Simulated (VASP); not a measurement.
A run of VASP 6.6.1 is set up as follows.

POSCAR

```
ZnS
1.0
    3.8109987816      0.0000000000      0.0000000000
   -1.9054993908      3.3004217586      0.0000000000
    0.0000000000      0.0000000000      6.2340000000
Zn S
2 2
Direct
    0.3333333333      0.6666666667     -0.0962463908
    0.6666666667      0.3333333333      0.5000000000
    0.3333333333      0.6666666667      0.3850000000
    0.6666666667      0.3333333333      0.8850000000
```

The input INCAR.step1:

```
SYSTEM = ZnS
PREC = Accurate
ENCUT = 520
ISMEAR = 0
SIGMA = 0.05
LREAL = .FALSE.
LASPH = .TRUE.
NELM = 60
NBANDS = 26
GGA = PE
ALGO = Normal
EDIFF = 1E-4
LWAVE = .TRUE.
LCHARG = .FALSE.
```

The input INCAR.step2:

```
SYSTEM = ZnS
PREC = Accurate
ENCUT = 520
EDIFF = 1E-7
ISMEAR = 0
SIGMA = 0.05
LREAL = .FALSE.
LASPH = .TRUE.
NELM = 60
ALGO = Normal
ISIF = 2
LWAVE = .FALSE.
LCHARG = .TRUE.
METAGGA = R2SCAN
LMIXTAU = .TRUE.
LELF = .TRUE.
LVHAR = .TRUE.
NBANDS = 26
ISTART = 1
```

The input KPOINTS:

```
Automatic mesh
0
G
  6 6 4
  0 0 0
```

Potentials or basis: VASP PAW PBE potentials, release 64 (Zn, S).

Command:

```sh
$ cat potpaw_PBE.64/Zn/POTCAR potpaw_PBE.64/S/POTCAR > POTCAR
$ cp INCAR.step1 INCAR
$ mpirun -np 1 vasp_std > vasp.out
$ cp INCAR.step2 INCAR
$ mpirun -np 1 vasp_std > vasp.out
```

Problem. Predict the pressure.

Solution. 3.3 GPa.

Problem. What does it give for the largest force?

Solution. 0.891 eV/Å.

Problem. What does it give for the band gap on the k mesh?

Solution. 2.13 eV, direct.

Forces in eV/Å, atoms in the order of the input:
```
Zn   0.000  0.000  0.891
Zn   0.000  0.000 -0.590
S    0.000  0.000 -0.122
S    0.000  0.000 -0.179
```

Caveat: the cell differs from its parent crystal (atom 1 (Zn) moved by (+0.000, -0.600) A along x and z); the PAW data sets were made with another functional, which shifts forces and pressure a little. A k mesh can miss the band edges.
